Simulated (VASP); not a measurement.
Input of a VASP 6.6.1 run:

The input POSCAR:

```
WS2
1.0
    3.1260912805      0.0000000000      0.0000000000
   -1.5630456403      2.7072744634      0.0000000000
    0.0000000000      0.0000000000     12.2880946561
W S
2 4
Direct
    0.6666666667      0.3333333333      0.7500000000
    0.3333333333      0.6666666667      0.2500000000
    0.6666666667      0.3333333333      0.3750000000
    0.3333333333      0.6666666667      0.8750000000
    0.6666666667      0.3333333333      0.1250000000
    0.3333333333      0.6666666667      0.6250000000
```

File INCAR.step1:

```
SYSTEM = WS2
ALGO = Normal
EDIFF = 1E-7
EDIFFG = -0.002
EFERMI = MIDGAP
ENCUT = 690
GGA = PE
GGA_COMPAT = .FALSE.
IBRION = 2
ISIF = 3
ISMEAR = 0
IVDW = 13
KPAR = 4
LASPH = .TRUE.
LCHARG = .FALSE.
LREAL = .FALSE.
LWAVE = .FALSE.
NELM = 120
NELMIN = 4
NSW = 80
POTIM = 0.5
PREC = Accurate
SIGMA = 0.03
```

File INCAR.step4:

```
SYSTEM = WS2
ALGO = Normal
EDIFF = 1E-7
EFERMI = MIDGAP
ENCUT = 690
GGA = PE
GGA_COMPAT = .FALSE.
ISIF = 2
ISMEAR = 0
IVDW = 13
KPAR = 4
LASPH = .TRUE.
LCHARG = .FALSE.
LREAL = .FALSE.
LWAVE = .FALSE.
NELM = 120
PREC = Accurate
SIGMA = 0.03
```

Contents of KPOINTS:

```
Automatic mesh
0
Gamma
  10 10 3
  0 0 0
```

Potentials or basis: VASP PAW PBE potentials, release 64 (W_sv, S).

The run is started by

```bash
$ cat potpaw_PBE.64/W_sv/POTCAR potpaw_PBE.64/S/POTCAR > POTCAR
$ cp INCAR.step1 INCAR
$ cp POSCAR.step1 POSCAR
$ mpirun -np 4 vasp_std > vasp.out
$ cp CONTCAR POSCAR
$ mpirun -np 4 vasp_std > vasp.out
$ cp CONTCAR POSCAR
$ mpirun -np 4 vasp_std > vasp.out
$ cp CONTCAR POSCAR
$ cp INCAR.step4 INCAR
$ mpirun -np 4 vasp_std > vasp.out
```

Q: Predict the space group after relaxing (to 0.1 Å).

A: P6_3/mmc (No. 194).

Q: Estimate the relaxed volume.

A: 17.56 Å³/atom.

Final structure:
```cif
data_structure
_symmetry_space_group_name_H-M 'P 1'
_symmetry_Int_Tables_number 1
_cell_length_a 3.1563
_cell_length_b 3.1563
_cell_length_c 12.2121
_cell_angle_alpha 90.000
_cell_angle_beta 90.000
_cell_angle_gamma 120.000
_cell_volume 105.36
loop_
_atom_site_label
_atom_site_type_symbol
_atom_site_fract_x
_atom_site_fract_y
_atom_site_fract_z
_atom_site_occupancy
W1 W 0.66667 0.33333 0.75000 1
W2 W 0.33333 0.66667 0.25000 1
S1 S 0.66667 0.33333 0.37893 1
S2 S 0.33333 0.66667 0.87893 1
S3 S 0.66667 0.33333 0.12107 1
S4 S 0.33333 0.66667 0.62107 1
```

Caveat: spin-orbit coupling is left out, which moves the levels of the heavy elements; an odd mesh through Γ misses points on the zone boundary, where band edges can lie. Zero-point motion and thermal expansion aren't in these numbers.
